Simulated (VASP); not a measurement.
Set up this calculation in VASP 6.6.1, as the native input.

| Property | Result |
| --- | --- |
| Task | single point |
| Functional | PBE |
| Potentials or basis | VASP PAW PBE potentials, release 64 (Y_sv) |
| Cutoff | 520 eV |
| k mesh | 15 × 15 × 4 |
| Occupations | gaussian, width 0.1 eV |
| Spin | no spin polarisation |
| Dipole correction | no |
| Further INCAR settings | ALGO = Fast; EDIFF = 1e-06; NBANDS = 30 |

The structure of Y lies in POSCAR:

```
Y
1.0
    3.5992841506      0.0000000000      0.0000000000
   -1.7996420753      3.1170715099      0.0000000000
    0.0000000000      0.0000000000     11.5724886211
Y
4
Direct
    0.0000000000      0.0000000000      0.0000000000
    0.3333333333      0.6666666667      0.2500000000
    0.0000000000      0.0000000000      0.5000000000
    0.6666666667      0.3333333333      0.7500000000
```

One way to write it, as run:

INCAR

```
SYSTEM = Y
PREC = Accurate
ENCUT = 520
EDIFF = 1E-6
ISMEAR = 0
SIGMA = 0.1
LREAL = .FALSE.
LASPH = .TRUE.
NELM = 100
ALGO = Fast
ISIF = 2
LWAVE = .FALSE.
LCHARG = .FALSE.
GGA = PE
NBANDS = 30
```

KPOINTS

```
Automatic mesh
0
G
  15 15 4
  0 0 0
```

Potentials or basis: VASP PAW PBE potentials, release 64 (Y_sv).

Command:

```console
$ cat potpaw_PBE.64/Y_sv/POTCAR > POTCAR
$ mpirun -np 1 vasp_std > vasp.out
```

It gave:

```
Pressure               : -0.1 GPa
Band gap on the k mesh : zero (bands 22 and 23 overlap by 1.20 eV)
```

Run time: 9.5 min on 1 thread of Intel(R) Xeon(R) Platinum 8259CL CPU @ 2.50GHz (Skylake/Cascade Lake), on a shared host, peak memory 0.42 GiB.
